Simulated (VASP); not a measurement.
Runs of VASP 6.6.1 on Ge4P3. The structure is that of space group Pm-3m (No. 221), or close to it. The cells are those of the table. The cell was built from a structure type or drawn by symmetry, and may not be a known phase.

```csv
task,cell,k mesh,cutoff (eV),gap on the mesh (eV),pressure (GPa),relaxed volume (Å³/atom)
single point,"a = 5.162 Å, 7 atoms",8 × 8 × 8,520,none,(a),-
relaxation of cell and atoms,"relaxed from a = 4.515 Å, 7 atoms",4 × 4 × 4,600,none,0.0,19.52
single point,"a = 5.154 Å, 7 atoms",4 × 4 × 4,520,none,0.0,-
single point,"a = 4.515 Å, 7 atoms",4 × 4 × 4,520,none,71.7,-
relaxation of cell and atoms,"relaxed from a = 5.154 Å, 7 atoms",8 × 8 × 8,600,none,0.0,19.65
```

Alike in all rows: level PBE; potentials or basis VASP PAW PBE potentials, release 64 (Ge_d, P); no spin polarisation; smearing gaussian 0.1 eV.

Problem. Estimate the missing entries.

Solution. (a) 0.1.

Caveats: the volume moved by over 15 % at a fixed basis, so the end points are rough (at least some runs); the cell stands under pressure (at least some runs).

A k mesh can miss the band edges, and the runs leave out spin-orbit coupling on Ge.

A gap of «none» marks levels without a gap at the run's occupations.
